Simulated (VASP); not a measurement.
MgFe3O: relaxation of cell and atoms with PBE

The system is MgFe3O.

```
Mg Fe O
1.0
     2.92000    0.00000    0.00000
     0.00000    2.92000    0.00000
     0.00000    0.00000   13.45000
Mg Fe O
2 6 2
Direct
  0.00000 0.50000 0.92000
  0.50000 0.00000 0.08000
  0.00000 0.50000 0.24000
  0.50000 0.00000 0.76000
  0.50000 0.00000 0.34400
  0.00000 0.50000 0.44800
  0.00000 0.50000 0.65600
  0.50000 0.00000 0.55200
  0.50000 0.00000 0.92000
  0.00000 0.50000 0.08000
```

- Program: VASP 6.6.1
- Task: relaxation of cell and atoms
- Functional: PBE
- Potentials or basis: VASP PAW PBE potentials, release 64 (Mg, Fe, O)
- Cutoff: 600 eV
- k mesh: 6 × 6 × 2
- Occupations: gaussian, width 0.2 eV
- Spin: collinear spin, ferromagnetic start
- Starting moments: [0.0, 0.0, 4.0, 4.0, 4.0, 4.0, 4.0, 4.0, 0.0, 0.0] μB
- Dipole correction: no
- Further INCAR settings: ALGO = Fast; EDIFF = 1e-07; IBRION = 2; EDIFFG = -0.08; NSW = 36; ISIF = 3

```json
{
 "Relaxed volume": "11.35 Å³/atom",
 "Relaxed cell": "a = 2.918 Å, b = 2.918 Å, c = 13.325 Å, α = 90.00°, β = 90.00°, γ = 90.00°",
 "Space group after relaxing (to 0.1 Å)": "P4/nmm (No. 129)",
 "Energy gained by relaxing": "9.3 meV/atom",
 "Ionic steps": "6",
 "Pressure after relaxing": "-0.3 GPa",
 "Largest force after relaxing": "0.054 eV/Å",
 "Net moment": "15.24 μB per cell",
 "Site moments": "Mg -0.01; Fe +2.79, +2.38, +2.43 (each value once); O +0.03 μB",
 "Valence electrons inside the program's atomic spheres": "Mg 0.40; Fe 7.05, 7.22, 7.17 (each value once); O 5.08"
}
```

Forces on the atoms (eV/Å):
```
Mg   0.000  0.000 -0.017
Mg   0.000  0.000  0.017
Fe   0.000  0.000 -0.016
Fe   0.000  0.000  0.016
Fe   0.000  0.000  0.030
Fe   0.000  0.000  0.018
Fe   0.000  0.000 -0.030
Fe   0.000  0.000 -0.018
O    0.000  0.000 -0.054
O    0.000  0.000  0.054
```

Stress tensor (GPa, compression positive):
```
-0.01  0.00  0.00
 0.00 -0.01  0.00
 0.00  0.00 -0.85
```

The path:
| step | energy change (eV) | largest force (eV/Å) | pressure (GPa) | volume (Å³) |
| --- | --- | --- | --- | --- |
| 1 | 0.0000 | 0.6176 | -1.67 | 114.68 |
| 2 | -0.0732 | 0.2386 | 0.70 | 112.70 |
| 3 | -0.0739 | 0.1983 | 0.97 | 112.50 |
| 4 | -0.0847 | 0.1658 | -0.13 | 113.39 |
| 5 | -0.0861 | 0.1790 | -0.68 | 113.86 |
| 6 | -0.0929 | 0.0543 | -0.29 | 113.49 |

Final structure:
```
Mg Fe O
1.0
     2.91841    0.00000    0.00000
     0.00000    2.91841    0.00000
     0.00000    0.00000   13.32521
Mg Fe O
2 6 2
Direct
  0.00000 0.50000 0.91539
  0.50000 0.00000 0.08461
  0.00000 0.50000 0.24327
  0.50000 0.00000 0.75673
  0.50000 0.00000 0.34094
  0.00000 0.50000 0.44739
  0.00000 0.50000 0.65906
  0.50000 0.00000 0.55261
  0.50000 0.00000 0.92067
  0.00000 0.50000 0.07933
```

Levels at points of the mesh, in eV from the Fermi level:
Spin up:
```
           k point  band 37  band 38  band 39  band 40  band 41  band 42
(0.00, 0.00, 0.00)    -0.63    -0.48    -0.45    -0.45    -0.15     1.06
(0.50, 0.00, 0.00)    -0.15    -0.15     0.00     0.00     0.01     0.01
(0.50, 0.50, 0.00)    -0.84    -0.84     0.82     0.82     2.94     2.94
(0.00, 0.00, 0.50)    -0.48    -0.46    -0.46    -0.15    -0.12     0.10
(0.50, 0.00, 0.50)    -0.17    -0.17     0.00     0.00     0.04     0.04
(0.50, 0.50, 0.50)    -0.92    -0.92     0.92     0.92     2.80     2.80
```
Spin down:
```csv
k point,band 22,band 23,band 24,band 25,band 26,band 27
"(0.00, 0.00, 0.00)",-0.10,-0.06,0.01,0.04,0.04,0.47
"(0.50, 0.00, 0.00)",-0.68,-0.15,-0.15,-0.09,-0.09,0.64
"(0.50, 0.50, 0.00)",-1.24,-0.63,-0.63,1.13,1.13,1.35
"(0.00, 0.00, 0.50)",-0.10,-0.06,0.01,0.05,0.05,0.45
"(0.50, 0.00, 0.50)",-0.66,-0.16,-0.16,-0.15,-0.15,0.64
"(0.50, 0.50, 0.50)",-1.24,-0.60,-0.60,0.94,0.94,1.35
```

Wall time 60 min on 1 thread of AMD EPYC 9755 128-Core Processor (shared host), peak memory 0.38 GiB.

Caveat: only a ferromagnetic start was run, and an antiferromagnetic order may lie lower in energy; the relaxation stopped at a loose force limit of 0.08 eV/Å, so its end isn't a converged minimum. With open d or f shells a metallic result of PBE can be an artefact of self-interaction; +U or a hybrid may open a gap.
